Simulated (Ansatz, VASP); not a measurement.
Ru in VASP and in Ansatz

File INCAR:

```
SYSTEM = Ru
PREC = Accurate
ENCUT = 560
EDIFF = 1E-6
ISMEAR = -1
SIGMA = 0.1
LREAL = .FALSE.
LASPH = .TRUE.
NELM = 120
ALGO = Normal
ISIF = 2
LWAVE = .FALSE.
LCHARG = .FALSE.
NBANDS = 14
GGA_COMPAT = .FALSE.
```

The input KPOINTS:

```
regular mesh
0
G
  16 16 16
  0 0 0
```

File POSCAR:

```
Ru
1.0
    0.0000000000      1.8483757448      1.8483757448
    1.8483757448      0.0000000000      1.8483757448
    1.8483757448      1.8483757448      0.0000000000
Ru
1
Direct
    0.0000000000      0.0000000000      0.0000000000
```

Input for Ansatz:

```yaml
crystal:
  lattice:
    - [0.0, 1.8483757448, 1.8483757448]
    - [1.8483757448, 0.0, 1.8483757448]
    - [1.8483757448, 1.8483757448, 0.0]
  atoms:
    - { symbol: Ru, position: [0.0, 0.0, 0.0] }
hamiltonian:
  xc: lda
  pseudopotentials:
    kind: paw
    azcp:
      Ru: "pseudopotentials/Ru.paw.azcp"
basis:
  ecutwfc: 420
  fft_grid_basis: typed
kpoints:
  mp_grid: { grid: [16, 16, 16], shift: [0, 0, 0] }
magnetization:
  spin_polarized: false
scf:
  occupations: { method: fermi_dirac, width: 0.1 }
  lower_state_search: "off"
output:
  stress: true
  write_density: true
  write_potential: true
  elf: true
  volumetric_format: npy
```

Alike in both runs: task single point; functional LDA; k mesh 16 × 16 × 16; occupations fermi-dirac, width 0.1 eV; no spin polarisation.

```csv
,VASP,Ansatz
version,VASP 6.6.1,Ansatz 0.2.0
potentials or method,"VASP PAW LDA potentials, release 64 (Ru_sv), cutoff 560 eV","plane waves (420 eV) with PAW, scalar-relativistic"
valence electrons in the cell,16,16
```

Ansatz gave:

* pressure (GPa): 16.1

Problem. What did VASP give for the same quantities?

Solution. Pressure (GPa): 16.6.

Ansatz warns that its potentials were made for another functional, while VASP's fit it. LDA's correlation is that of Perdew and Zunger in VASP and of Perdew and Wang (1992) in Ansatz.
